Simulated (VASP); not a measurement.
# Cu (Pmmn) in VASP: single point with PBEsol

Aim: the single point of Cu with PBEsol.

Everything below comes from runs of VASP 6.6.1. Logs are shortened: lines on timing, memory, paths and dates and some standing lists are left out, and cuts for length are marked.

**1. The cell of the first run**

It takes space group Pmmn (No. 59, orthorhombic). The conventional cell has a = 2.556 Å, b = 3.615 Å, c = 2.556 Å, α = 90.00°, β = 90.00°, γ = 90.00°. Cu (site symmetry mm2) has 12 Cu at 2.52 to 2.59 Å within 3.3 Å.

**2. Single point, PBEsol (atoms displaced along a vibrational mode)**

File INCAR:

```
SYSTEM = Cu
PREC = Accurate ; ENCUT = 520
EDIFF = 1E-7 ; ISMEAR = 0
SIGMA = 0.15 ; LREAL = .FALSE.
LASPH = .TRUE. ; NELM = 60
ALGO = Fast ; ISIF = 2
LWAVE = .FALSE. ; LCHARG = .FALSE.
GGA = PS ; NBANDS = 18
```

File KPOINTS:

```
regular mesh
0
G
  18 18 14
  0 0 0
```

File POSCAR:

```
Cu
1.0
    0.0000000000     -1.8075000000     -1.8075000000
    0.0000000000      1.8075000000     -1.8075000000
    3.6150000000      0.0000000000      0.0000000000
Cu
2
Direct
    0.4853297348      0.5000000000      0.5000000000
    0.0146702652      0.0000000000      0.0000000000
```

Potentials or basis: VASP PAW PBE potentials, release 64 (Cu).

Launch:

```
cat potpaw_PBE.64/Cu/POTCAR > POTCAR
mpirun -np 1 vasp_std > vasp.out
```

OUTCAR:

```text
SYSTEM = Cu
   PREC = Accurate
   ENCUT = 520
   EDIFF = 1E-7
   ISMEAR = 0
   LREAL = .FALSE.
   LASPH = .TRUE.
   NELM = 60
   ISIF = 2
   GGA = PS

 ion  position               nearest neighbor table
   1  0.485  0.500  0.500-   2 2.52   2 2.52   2 2.52   2 2.52   2 2.59   2 2.59   2 2.59   2 2.59

   2  0.015  0.000  0.000-   1 2.52   1 2.52   1 2.52   1 2.52   1 2.59   1 2.59   1 2.59   1 2.59

  LATTYP: Found a simple tetragonal cell.
 ALAT       =     2.5561910140
 C/A-ratio  =     1.4142135624

  Lattice vectors:

 A1 = (   0.0000000000,  -1.8075000000,  -1.8075000000)
 A2 = (   0.0000000000,   1.8075000000,  -1.8075000000)
 A3 = (   3.6150000000,   0.0000000000,   0.0000000000)

Analysis of symmetry for initial positions (statically):
=====================================================================
 Subroutine PRICEL returns:
 Original cell was already a primitive cell.

 Routine SETGRP: Setting up the symmetry group for a
 simple tetragonal supercell.

 Subroutine GETGRP returns: Found  8 space group operations
 (whereof  4 operations were pure point group operations)
 out of a pool of 16 trial point group operations.

The static configuration has the point symmetry C_2v.
 The point group associated with its full space group is D_2h.

Analysis of symmetry for dynamics (positions and initial velocities):
=====================================================================
 Subroutine PRICEL returns:
 Original cell was already a primitive cell.

 Routine SETGRP: Setting up the symmetry group for a
 simple tetragonal supercell.

 Subroutine GETGRP returns: Found  8 space group operations
 (whereof  4 operations were pure point group operations)
 out of a pool of 16 trial point group operations.

The dynamic configuration has the point symmetry C_2v.
 The point group associated with its full space group is D_2h.

 Subroutine INISYM returns: Found  8 space group operations
 (whereof  4 operations are pure point group operations),
 and found     1 'primitive' translations

----------------------------------------------------------------------------------------

                                     Primitive cell

  volume of cell :      23.6208

  direct lattice vectors                    reciprocal lattice vectors
     0.000000000 -1.807500000 -1.807500000     0.000000000 -0.276625173 -0.276625173
     0.000000000  1.807500000 -1.807500000     0.000000000  0.276625173 -0.276625173
     3.615000000  0.000000000  0.000000000     0.276625173  0.000000000  0.000000000

  length of vectors
     2.556191014  2.556191014  3.615000000     0.391207071  0.391207071  0.276625173

  position of ions in fractional coordinates (direct lattice)
     0.485329735  0.500000000  0.500000000
     0.014670265  0.000000000  0.000000000

  ion indices of the primitive-cell ions
   primitive index   ion index
                 1           1
                 2           2

----------------------------------------------------------------------------------------

 KPOINTS: regular mesh

Automatic generation of k-mesh.
 Grid dimensions read from file:
 generate k-points for:   18   18   14

 Generating k-lattice:

  Cartesian coordinates                     Fractional coordinates (reciprocal lattice)
     0.000000000 -0.015368065 -0.015368065     0.055555556  0.000000000  0.000000000
     0.000000000  0.015368065 -0.015368065     0.000000000  0.055555556  0.000000000
     0.019758941  0.000000000  0.000000000     0.000000000  0.000000000  0.071428571

  Length of vectors
     0.021733726  0.021733726  0.019758941

  Shift w.r.t. Gamma in fractional coordinates (k-lattice)
     0.000000000  0.000000000  0.000000000

 Subroutine IBZKPT returns following result:
 ===========================================

 Found    800 irreducible k-points:

 Following reciprocal coordinates:
            Coordinates               Weight
  0.000000  0.000000  0.000000      1.000000
  0.055556  0.000000  0.000000      2.000000
  0.000000  0.055556  0.000000      2.000000
  0.111111  0.000000  0.000000      2.000000
  0.000000  0.111111  0.000000      2.000000
  0.166667  0.000000  0.000000      2.000000
[... 16 lines left out ...]
  0.166667  0.055556  0.000000      4.000000
 -0.055556  0.166667  0.000000      4.000000
 [... further k-points ...]
   k-points           NKPTS =    800   k-points in BZ     NKDIM =    800   number of bands    NBANDS=     18
   number of dos      NEDOS =    301   number of ions     NIONS =      2
   total plane-waves  NPLWV =  11200
   dimension x,y,z NGX =    20 NGY =   20 NGZ =   28
   dimension x,y,z NGXF=    40 NGYF=   40 NGZF=   56
   ions per type =               2
   NGX,Y,Z   is equivalent  to a cutoff of  13.01, 13.01, 12.88 a.u.
   NGXF,Y,Z  is equivalent  to a cutoff of  26.01, 26.01, 25.75 a.u.
 SYSTEM =  Cu
   PREC   = accura    normal or accurate (medium, high low for compatibility)
   ISTART =      0    job   : 0-new  1-cont  2-samecut
   ICHARG =      2    charge: 1-file 2-atom 10-const
   ISPIN  =      1    spin polarized calculation?
   LNONCOLLINEAR =      F non collinear calculations
   LSORBIT =      F    spin-orbit coupling
   LASPH  =      T    aspherical Exc in radial PAW
   ENCUT  =  520.0 eV  38.22 Ry    6.18 a.u.   4.75  4.75  6.72*2*pi/ulx,y,z
   NELM   =     60;   NELMIN=  2; NELMDL= -5     # of ELM steps
   EDIFF  = 0.1E-06   stopping-criterion for ELM
   LREAL  =      F    real-space projection
   EDIFFG = 0.1E-05   stopping-criterion for IOM
   NSW    =      0    number of steps for IOM
   IBRION =     -1    ionic relax: 0-MD 1-quasi-New 2-CG
   NFREE  =      0    steps in history (QN), initial steepest desc. (CG)
   ISIF   =      2    stress and relaxation
   ISYM   =      2    0-nonsym 1-usesym 2-fastsym
   POTIM  = 0.5000    time-step for ionic-motion
   TEBEG  =    0.0;   TEEND  =   0.0 temperature during run
   PSTRESS=    0.0 pullay stress
   NELECT =      22.0000    total number of electrons
   NUPDOWN=      -1.0000    fix difference up-down
   EMIN   =  10.00;   EMAX   =-10.00  energy-range for DOS
   EFERMI =   0.00;   METHOD = LEGACY
   ISMEAR =     0;   SIGMA  =   0.15  broadening in eV -4-tet -1-fermi 0-gaus
   EFERMI_NEDOS =   21; number of points for ismear=-14 and -15
   IALGO  =     68    algorithm
   IMIX   =      4    mixing-type and parameters
     AMIX     =   0.40;   BMIX     =  1.00
     AMIX_MAG =   1.60;   BMIX_MAG =  1.00
  volume/ion in A,a.u.               =      11.81        79.70
  Fermi-wavevector in a.u.,A,eV,Ry     =   1.598763  3.021224 34.777078  2.556043
  Thomas-Fermi vector in A             =   2.696162
   LORBIT       =      0    0 simple, 1 ext, 2 COOP (PROOUT), +10 PAW based schemes
   GGA     = PS    functional components
   LHFCALC =     F    Hartree Fock is set to
   AEXX    =    0.0000 exact exchange contribution
   IVDW    =     0    specifies the selected vdW correction
   LEPSILON=     F    determine dielectric tensor
   LRPA    =     F    only Hartree local field effects (RPA)
 non-spin polarized calculation
 RMM-DIIS sequential band-by-band and
 Gauss-broadening in eV      SIGMA  =   0.15
  energy-cutoff  :      520.00
  volume of cell :       23.62
 maximum number of plane-waves:       664
   NGX =  9   NGY =  9   NGZ = 13

 number of electron      21.9999990 magnetization

 Free energy of the ion-electron system (eV)
  ---------------------------------------------------
  ext. energy  EPLUGINS =         0.00000000
  ---------------------------------------------------
  free energy    TOTEN  =        -8.59535450 eV

  energy without entropy =       -8.58850613  energy(sigma->0) =       -8.59193032

 E-fermi :   7.4078     XC(G=0): -12.9069

 val. band max:        7.4011458101   @ k =  -0.1111   0.5000   0.4286
 cond. band min:       7.4118492746   @ k =   0.5000   0.1667   0.0714
 fundamental gap:      0.0107034645
 Fermi energy:         7.4077903415

 k-point     1 :       0.0000    0.0000    0.0000
  band No.  band energies     occupation
      1      -1.9881      2.00000
      2       2.5140      2.00000
      3       2.9786      2.00000
      4       4.3634      2.00000
      5       4.3669      2.00000
      6       4.3816      2.00000
[... 10 lines left out ...]
     17      27.5673      0.00000
     18      30.0025      0.00000

 k-point     2 :       0.0556    0.0000    0.0000
  band No.  band energies     occupation
      1      -1.9130      2.00000
      2       2.5489      2.00000
      3       2.9996      2.00000
      4       4.3638      2.00000
      5       4.3765      2.00000
      6       4.3849      2.00000
[... 10 lines left out ...]
     17      28.0895      0.00000
     18      29.6553      0.00000

 k-point     3 :       0.0000    0.0556    0.0000
  band No.  band energies     occupation
      1      -1.9130      2.00000
      2       2.5494      2.00000
      3       2.9992      2.00000
      4       4.3455      2.00000
      5       4.3840      2.00000
      6       4.3942      2.00000
[... 10 lines left out ...]
     17      28.1215      0.00000
     18      29.6477      0.00000

 k-point     4 :       0.1111    0.0000    0.0000
  band No.  band energies     occupation
      1      -1.6894      2.00000
      2       2.6492      2.00000
      3       3.0609      2.00000
      4       4.3126      2.00000
      5       4.4151      2.00000
      6       4.4338      2.00000
[... 375 lines left out ...]
      4       4.2656      2.00000
      5       4.4506      2.00000
      6       4.4549      2.00000
[... 10 lines left out ...]
     17      28.4729      0.00000
     18      29.6104      0.00000

 k-point    23 :       0.1667    0.0556    0.0000
  band No.  band energies     occupation
      1      -1.2491      2.00000
      2       2.8311      2.00000
      3       3.1800      2.00000
      4       4.1968      2.00000
      5       4.5104      2.00000
      6       4.5194      2.00000
[... 10 lines left out ...]
     17      27.2396      0.00000
     18      27.6376      0.00000

 k-point    24 :      -0.0556    0.1667    0.0000
  band No.  band energies     occupation
      1      -1.2487      2.00000
      2       2.8346      2.00000
      3       3.1769      2.00000
      4       4.1838      2.00000
      5       4.5106      2.00000
      6       4.5159      2.00000
[... 10 lines left out ...]
     17      27.1926      0.00000
     18      27.6517      0.00000

 [... further k-points ...]

------------------------ aborting loop because EDIFF is reached ----------------------------------------

  FORCE on cell =-STRESS in cart. coord.  units (eV):
  Direction    XX          YY          ZZ          XY          YZ          ZX
  --------------------------------------------------------------------------------------
  -------------------------------------------------------------------------------------
  Total       -0.8262404     -0.8272179     -0.8272179      0.0000000     -0.0205211      0.0000000
  in kB      -56.0430966    -56.1093972    -56.1093972      0.0000000     -1.3919290      0.0000000
  external PRESSURE =     -56.0872970 kB  Pullay stress =       0.0000000 kB

 VOLUME and BASIS-vectors are now :
 -----------------------------------------------------------------------------
  energy-cutoff  :      520.00
  volume of cell :       23.62
      direct lattice vectors                 reciprocal lattice vectors
     0.000000000 -1.807500000 -1.807500000     0.000000000 -0.276625173 -0.276625173
     0.000000000  1.807500000 -1.807500000     0.000000000  0.276625173 -0.276625173
     3.615000000  0.000000000  0.000000000     0.276625173  0.000000000  0.000000000

 POSITION                                       TOTAL-FORCE (eV/Angst)
 -----------------------------------------------------------------------------------
      1.80750      0.02652     -1.78098         0.000000     -0.173600     -0.173600
      0.00000     -0.02652     -0.02652         0.000000      0.173600      0.173600
 -----------------------------------------------------------------------------------
    total drift:                                0.000000      0.000000      0.000000

  FREE ENERGIE OF THE ION-ELECTRON SYSTEM (eV)
  ---------------------------------------------------
  free  energy   TOTEN  =        -8.5953545017 eV

  energy  without entropy=       -8.5885061318  energy(sigma->0) =       -8.59193032
```

It took 6.3 min on 1 thread of Intel Xeon 8259CL, shared host; peak memory 0.37 GiB.

Results:

```yaml
Free_energy: -8.5954 eV
Pressure: -5.6 GPa
Largest_force: 0.246 eV/Å
Band_gap_on_the_k_mesh: zero (bands 11 and 12 overlap by 8.04 eV)
```

Forces in eV/Å, atoms in the order of the input:
```
Cu   0.000 -0.174 -0.174
Cu   0.000  0.174  0.174
```

Caveat: the cell differs from its parent crystal (atoms displaced along a vibrational mode); the cell stands under tension; the PAW data sets were made with another functional, which shifts forces and pressure a little.
